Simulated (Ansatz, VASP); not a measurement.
# OsPb2Cl4O2: VASP beside Ansatz

```
Os O Pb Cl
1.0
    -3.45458    3.45458    4.32440
     3.45458   -3.45458    4.32440
     3.45458    3.45458   -4.32440
Os O Pb Cl
1 2 2 4
Direct
  0.00000 0.00000 0.00000
  0.21200 0.21200 0.00000
  0.78800 0.78800 0.00000
  0.75000 0.25000 0.50000
  0.25000 0.75000 0.50000
  0.23000 0.23000 0.46000
  0.23000 0.77000 0.00000
  0.77000 0.77000 0.54000
  0.77000 0.23000 0.00000
```

Alike in both runs: task single point; functional PBE; k mesh 4 × 4 × 4; occupations fermi-dirac, width 0.0699 eV; no spin polarisation.

|  | VASP | Ansatz |
| --- | --- | --- |
| version | VASP 6.6.1 | Ansatz 0.2.0 |
| potentials or method | VASP PAW PBE potentials, release 64 (Os, O, Pb_d, Cl), cutoff 520 eV | PAW plane waves |
| valence electrons in the cell | 76 | 84 |

```csv
,VASP,Ansatz,Ansatz less VASP
gap on the k mesh at the Fermi level (eV),none,none,-
pressure (GPa),4.3,3.8,-0.52
"traceless stress, the component that is largest in VASP (GPa)",-1.90,-2.64,-0.743
rms of the force components (eV/Å),0.922,0.856,-0.0663
```

Atom by atom the forces differ by 0.133 eV/Å (rms over components). A gap of «none» marks a metal or a gap that the smearing closes. With one functional, cell and mesh, what is left measures potentials, basis and numerics. VASP's potentials hold 76 valence electrons a cell and Ansatz's 84, so a difference there can come from the potentials and not from the codes.

Neither program's run includes spin-orbit coupling.
